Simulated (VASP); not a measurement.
# Te3O2 (R-3m) in VASP: a series of runs, part 2 of 2

VASP 6.6.1. Earlier steps stand in the parts before.

## (3) Single point, PBE

This run uses another cell than the first one, of 23.50 Å³/atom.

Contents of INCAR:

```
SYSTEM = Te3O2
PREC = Accurate ; ENCUT = 520
EDIFF = 1E-7 ; ISMEAR = 0
SIGMA = 0.1 ; LREAL = .FALSE.
LASPH = .TRUE. ; NELM = 100
ALGO = Fast ; ISIF = 2
LWAVE = .FALSE. ; LCHARG = .FALSE.
GGA = PE ; NBANDS = 23
```

Contents of KPOINTS:

```
regular mesh
0
G
  12 12 12
  0 0 0
```

Contents of POSCAR:

```
Te3O2
1.0
    3.6934478739      2.1324131242      2.4869516892
   -3.6934478739      2.1324131242      2.4869516892
    0.0000000000     -4.2648262485      2.4869516892
Te O
3 2
Direct
    0.0000000000      0.5000000000      0.0000000000
    0.0000000000      0.0000000000      0.5000000000
    0.5000000000      0.0000000000      0.0000000000
    0.7601762094      0.7601762094      0.7601762094
    0.2398237906      0.2398237906      0.2398237906
```

Potentials or basis: VASP PAW PBE potentials, release 64 (Te, O).

On the command line:

```
> cat potpaw_PBE.64/Te/POTCAR potpaw_PBE.64/O/POTCAR > POTCAR
> mpirun -np 1 vasp_std > vasp.out
```

OUTCAR:

```text
SYSTEM = Te3O2
   PREC = Accurate
   ENCUT = 520
   EDIFF = 1E-7
   ISMEAR = 0
   LREAL = .FALSE.
   LASPH = .TRUE.
   NELM = 100
   ISIF = 2
   GGA = PE

 ion  position               nearest neighbor table
   1  0.000  0.500  0.000-   4 2.20   5 2.20   3 3.28   3 3.28   2 3.28   2 3.28
   2  0.000  0.000  0.500-   4 2.20   5 2.20   1 3.28   3 3.28   1 3.28   3 3.28
   3  0.500  0.000  0.000-   4 2.20   5 2.20   1 3.28   1 3.28   2 3.28   2 3.28
   4  0.760  0.760  0.760-   2 2.20   1 2.20   3 2.20
   5  0.240  0.240  0.240-   2 2.20   1 2.20   3 2.20

  LATTYP: Found a trigonal (rhomboedric) cell.
 ALAT       =     4.9369698838
 COS(alpha) =    -0.1193682595

  Lattice vectors:

 A1 = (   3.6934478739,   2.1324131242,   2.4869516892)
 A2 = (  -3.6934478739,   2.1324131242,   2.4869516892)
 A3 = (   0.0000000000,  -4.2648262485,   2.4869516892)

Analysis of symmetry for initial positions (statically):
=====================================================================
 Subroutine PRICEL returns:
 Original cell was already a primitive cell.

[... 177 lines left out ...]
 E-fermi :   5.6220     XC(G=0):  -9.1949

 val. band max:        5.6203879838   @ k =  -0.4167   0.4167   0.2500
 cond. band min:       5.6231090584   @ k =   0.3333   0.3333   0.3333
 fundamental gap:      0.0027210746
 Fermi energy:         5.6219887593

 k-point     1 :       0.0000    0.0000    0.0000
  band No.  band energies     occupation
      1     -13.6013      2.00000
      2     -13.1612      2.00000
      3      -5.8075      2.00000
      4      -5.3739      2.00000
      5      -5.3739      2.00000
      6      -0.8783      2.00000
[... 613 lines left out ...]
     22      12.2562      0.00000
     23      12.7795      0.00000

 [... further k-points ...]

------------------------ aborting loop because EDIFF is reached ----------------------------------------

  FORCE on cell =-STRESS in cart. coord.  units (eV):
  Direction    XX          YY          ZZ          XY          YZ          ZX
  --------------------------------------------------------------------------------------
  -------------------------------------------------------------------------------------
  Total       -0.2661192     -0.2661192     -0.1011050     -0.0000000      0.0000000      0.0000000
  in kB       -3.6279804     -3.6279804     -1.3783557     -0.0000000      0.0000000      0.0000000
  external PRESSURE =      -2.8781055 kB  Pullay stress =       0.0000000 kB

 VOLUME and BASIS-vectors are now :
 -----------------------------------------------------------------------------
  energy-cutoff  :      520.00
  volume of cell :      117.52
      direct lattice vectors                 reciprocal lattice vectors
     3.693447874  2.132413124  2.486951689     0.135374863  0.078158714  0.134032894
    -3.693447874  2.132413124  2.486951689    -0.135374863  0.078158714  0.134032894
     0.000000000 -4.264826249  2.486951689     0.000000000 -0.156317427  0.134032894

 POSITION                                       TOTAL-FORCE (eV/Angst)
 -----------------------------------------------------------------------------------
     -1.84672      1.06621      1.24348         0.000000      0.000000     -0.000000
      0.00000     -2.13241      1.24348        -0.000000      0.000000     -0.000000
      1.84672      1.06621      1.24348         0.000000      0.000000     -0.000000
      0.00000     -0.00000      5.67156         0.000000     -0.000000      0.015997
      0.00000     -0.00000      1.78929         0.000000      0.000000     -0.015997
 -----------------------------------------------------------------------------------
    total drift:                               -0.000000      0.000000     -0.000000

  FREE ENERGIE OF THE ION-ELECTRON SYSTEM (eV)
  ---------------------------------------------------
  free  energy   TOTEN  =       -21.0754573455 eV

  energy  without entropy=      -21.0664221721  energy(sigma->0) =      -21.07093976
```

OSZICAR:

```text
N       E                     dE             d eps       ncg     rms          rms(c)
DAV:   1     0.171679406808E+03    0.17168E+03   -0.12749E+04  8694   0.111E+03
DAV:   2    -0.892510222967E+01   -0.18060E+03   -0.17132E+03 11720   0.215E+02
DAV:   3    -0.243250356398E+02   -0.15400E+02   -0.15160E+02 10998   0.688E+01
DAV:   4    -0.245503786495E+02   -0.22534E+00   -0.22518E+00 10067   0.951E+00
DAV:   5    -0.245543336499E+02   -0.39550E-02   -0.39548E-02 11001   0.118E+00    0.223E+01
RMM:   6    -0.214916385023E+02    0.30627E+01   -0.13501E+01  9009   0.176E+01    0.134E+01
RMM:   7    -0.210982310610E+02    0.39341E+00   -0.12880E+00  8914   0.588E+00    0.101E+01
RMM:   8    -0.210970862385E+02    0.11448E-02   -0.34403E-01  9337   0.445E+00    0.369E+00
RMM:   9    -0.210751806317E+02    0.21906E-01   -0.36561E-02 10067   0.121E+00    0.497E-01
RMM:  10    -0.210775762113E+02   -0.23956E-02   -0.28432E-02 10240   0.973E-01    0.373E-01
RMM:  11    -0.210754211454E+02    0.21551E-02   -0.40802E-03  9730   0.355E-01    0.107E-01
RMM:  12    -0.210754756780E+02   -0.54533E-04   -0.10894E-03 10317   0.204E-01    0.317E-02
RMM:  13    -0.210754567486E+02    0.18929E-04   -0.74544E-05 10748   0.513E-02    0.258E-02
RMM:  14    -0.210754571731E+02   -0.42452E-06   -0.16557E-05 11062   0.211E-02    0.492E-03
RMM:  15    -0.210754571449E+02    0.28175E-07   -0.33323E-06 10488   0.101E-02    0.272E-03
RMM:  16    -0.210754573482E+02   -0.20323E-06   -0.54086E-07  9381   0.424E-03    0.227E-03
RMM:  17    -0.210754573455E+02    0.26996E-08   -0.11468E-07  6882   0.206E-03
   1 F= -.21075457E+02 E0= -.21070940E+02  d E =-.903517E-02
```

Run time: 15 min. Hardware: 1 thread of Oxide Virtual Turin-like, shared host; peak memory 0.51 GiB.

Results:

```yaml
Free_energy: -21.0755 eV
Pressure: -0.3 GPa
Largest_force: 0.016 eV/Å
Band_gap_on_the_k_mesh: zero (bands 15 and 16 overlap by 1.98 eV)
```

Forces in eV/Å, atoms in the order of the input:
```
Te   0.000  0.000  0.000
Te   0.000  0.000  0.000
Te   0.000  0.000  0.000
O    0.000  0.000  0.016
O    0.000  0.000 -0.016
```

Caveat: spin-orbit coupling is left out, which moves the levels of the heavy elements.

The gap in the log of VASP goes by the Fermi energy; the results here count the filled bands.